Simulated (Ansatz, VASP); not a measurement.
## TiO2: VASP beside Ansatz

Contents of INCAR:

```
PREC = Accurate
ENCUT = 520
EDIFF = 1E-7
ISMEAR = 0
SIGMA = 0.05
LREAL = False
LASPH = True
NELM = 150
ALGO = Normal
ISIF = 2
LWAVE = False
LCHARG = False
LMAXMIX = 4
LDAU = True
LDAUTYPE = 2
LDAUL = 2 -1
LDAUU = 4 0
LDAUJ = 0 0
LDAUPRINT = 1
GGA = PE
NBANDS = 33
```

The input KPOINTS:

```
Automatic mesh
0
Gamma
  6 6 6
```

File POSCAR:

```
TiO2
1.0
    2.7277841265     -2.7278599281     -0.0203548313
    2.7277841265      2.7278599281     -0.0203548313
   -2.6907787541      0.0000000000      4.9617445611
Ti O
2 4
Direct
    0.1250069486      0.8749930514      0.2500000000
    0.8749930514      0.1250069486      0.7500000000
    0.3394254028      0.0894486781      0.6788605275
    0.6605745972      0.9105513219      0.3211394725
    0.9105513219      0.6605745972      0.8211394725
    0.0894486781      0.3394254028      0.1788605275
```

Input for Ansatz:

```yaml
crystal:
  lattice:
    - [2.7277841265, -2.7278599281, -0.0203548313]
    - [2.7277841265, 2.7278599281, -0.0203548313]
    - [-2.6907787541, 0.0, 4.9617445611]
  atoms:
    - { symbol: Ti, position: [0.1250069486, 0.8749930514, 0.25] }
    - { symbol: Ti, position: [0.8749930514, 0.1250069486, 0.75] }
    - { symbol: O, position: [0.3394254028, 0.0894486781, 0.6788605275] }
    - { symbol: O, position: [0.6605745972, 0.9105513219, 0.3211394725] }
    - { symbol: O, position: [0.9105513219, 0.6605745972, 0.8211394725] }
    - { symbol: O, position: [0.0894486781, 0.3394254028, 0.1788605275] }
basis:
  ecutwfc: 520.0
kpoints:
  mp_grid: { grid: [6, 6, 6] }
hamiltonian:
  xc: pbe
  pseudopotentials: { kind: paw, azcp: { folder: soft_1 } }
  hubbard: { sites: [{ species: Ti, l: d, u_eff: 4.0 }] }
scf:
  occupations: { method: gaussian, width: 0.05 }
output:
  forces: true
  stress: true
  eigenvalues: true
```

Alike in both runs: task single point; functional PBE; k mesh 6 × 6 × 6; occupations gaussian, width 0.05 eV; no spin polarisation; Hubbard terms Ti d U = 4.0 eV.

```csv
,VASP,Ansatz
version,VASP 6.6.1,Ansatz 0.2.0
potentials or method,"VASP PAW PBE potentials, release 64 (Ti_sv, O), cutoff 520 eV","scalar-relativistic, plane waves, PAW"
valence electrons in the cell,48,48
```

```csv
,VASP,Ansatz,Ansatz less VASP
gap on the k mesh at the Fermi level (eV),2.26,2.19,-0.067
least direct gap on the mesh (eV),2.77,2.70,-0.075
pressure (GPa),-5.1,-8.7,-3.57
"traceless stress, the component that is largest in VASP (GPa)",-7.59,-6.13,+1.463
rms of the force components (eV/Å),0.486,0.529,+0.0437
```

The programs project onto different local orbitals, so the same U acts differently, and such runs can settle in different states. Atom by atom the forces differ by 0.044 eV/Å (rms over components).
